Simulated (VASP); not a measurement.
A run of VASP 6.6.1 is set up as follows.

INCAR

```
PREC     = Accurate       # precision mode
ENCUT    = 520            # plane-wave cutoff, eV
EDIFF    = 1E-7           # SCF threshold, eV
ISMEAR   = 0              # smearing method
SIGMA    = 0.1            # smearing width, eV
LREAL    = False          # projectors in reciprocal space
LASPH    = True           # aspherical terms in the spheres
NELM     = 60             # most SCF steps
ALGO     = Normal         # electronic algorithm
ISIF     = 2              # what is computed and relaxed
LWAVE    = False          # write WAVECAR
LCHARG   = True           # write CHGCAR
GGA      = PE             # functional
LELF     = True           # ELF
LVHAR    = True         
NBANDS   = 46             # bands
```

KPOINTS

```
Automatic mesh
0
Gamma
  10 10 4
```

The input POSCAR:

```
NbAs
1.0
    3.4040124103      0.0000000000      0.0000000000
    0.0000000000      3.4040124103      0.0000000000
    0.0000000000      0.0000000000     12.0044786156
Nb As
4 4
Direct
    0.5000000000      0.5000000000      0.9999850936
    0.5000000000      0.0000000000      0.2499850936
    0.0000000000      0.0000000000      0.4999850936
    0.0000000000      0.5000000000      0.7499850936
    0.0000000000      0.0000000000      0.9160149064
    0.0000000000      0.5000000000      0.1660149064
    0.5000000000      0.5000000000      0.4160149064
    0.5000000000      0.0000000000      0.6660149064
```

Potentials or basis: VASP PAW PBE potentials, release 64 (Nb_sv, As).

Command:

```console
$ cat potpaw_PBE.64/Nb_sv/POTCAR potpaw_PBE.64/As/POTCAR > POTCAR
$ mpirun -np 1 vasp_std > vasp.out
```

(1) What does it give for the band gap on the k mesh?

(2) Predict the pressure.

## Answers

(1) zero (bands 36 and 37 overlap by 0.09 eV).

(2) 4.1 GPa.

Caveat: the cell differs from its parent crystal (biaxial strain in the a-b plane: -2.0 %, then relaxed in part); the stress differs along the axes, from 0 to 6 GPa.
